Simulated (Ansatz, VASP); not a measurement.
**Two plane-wave programs on LiCl**

The input POSCAR:

```
LiCl
1.0
   -0.0605380171      2.5565882615      2.5565882615
    2.5565882615     -0.0605380171      2.5565882615
    2.5565882615      2.5565882615     -0.0605380171
Li Cl
1 1
Direct
    0.0000000000      0.0000000000      0.0000000000
    0.5000000000      0.5000000000      0.5000000000
```

INCAR.step1

```
SYSTEM = LiCl
PREC = Accurate
ENCUT = 520
ISMEAR = 0
SIGMA = 0.01
LREAL = .FALSE.
LASPH = .TRUE.
NELM = 100
NBANDS = 12
GGA = PE
ALGO = Normal
EDIFF = 1E-4
LWAVE = .TRUE.
LCHARG = .FALSE.
```

The input INCAR.step2:

```
SYSTEM = LiCl
PREC = Accurate
ENCUT = 520
EDIFF = 1E-6
ISMEAR = 0
SIGMA = 0.01
LREAL = .FALSE.
LASPH = .TRUE.
NELM = 100
ALGO = Normal
ISIF = 2
LWAVE = .FALSE.
LCHARG = .FALSE.
METAGGA = R2SCAN
LMIXTAU = .TRUE.
NBANDS = 12
ISTART = 1
```

Contents of KPOINTS:

```
regular mesh
0
G
  8 8 8
  0 0 0
```

Input for Ansatz:

```yaml
crystal:
  lattice:
    - [-0.0605380171, 2.5565882615, 2.5565882615]
    - [2.5565882615, -0.0605380171, 2.5565882615]
    - [2.5565882615, 2.5565882615, -0.0605380171]
  atoms:
    - { symbol: Li, position: [0.0, 0.0, 0.0] }
    - { symbol: Cl, position: [0.5, 0.5, 0.5] }
kpoints:
  mp_grid: { grid: [8, 8, 8] }
  band_path:
    path:
      - [0.0, 0.0, 0.0]
      - [0.5, 0.0, 0.5]
      - [0.625, 0.25, 0.625]
      - [0.375, 0.375, 0.75]
      - [0.5, 0.5, 0.5]
      - [0.5, 0.25, 0.75]
    npoints: 1
hamiltonian:
  xc: r2scan
scf:
  occupations: { method: fixed }
  n_extra_bands: 4
output:
  forces: true
  stress: true
  eigenvalues: true
```

Change from the starting cell: epitaxial_111 strain +2.4%.

Alike in both runs: task single point; functional r2SCAN; k mesh 8 × 8 × 8; no spin polarisation.

```csv
,VASP,Ansatz
version,VASP 6.6.1,Ansatz 0.2.0
potentials or method,"VASP PAW PBE potentials, release 64 (Li_sv, Cl)","plane waves, PAW"
plane-wave cutoff (eV),520,500
occupations,"gaussian, width 0.01 eV",fixed
valence electrons in the cell,10,10
```

Ansatz gave:

| Property | Result |
| --- | --- |
| gap on the k mesh at the Fermi level (eV) | 6.93 |

What did VASP give for the same quantities?

gap on the k mesh at the Fermi level (eV): 6.99.

VASP's potentials were made for PBE, not for r2SCAN.

Noted on VASP's run: the cutoff is short for stress, so the pressure is rough.
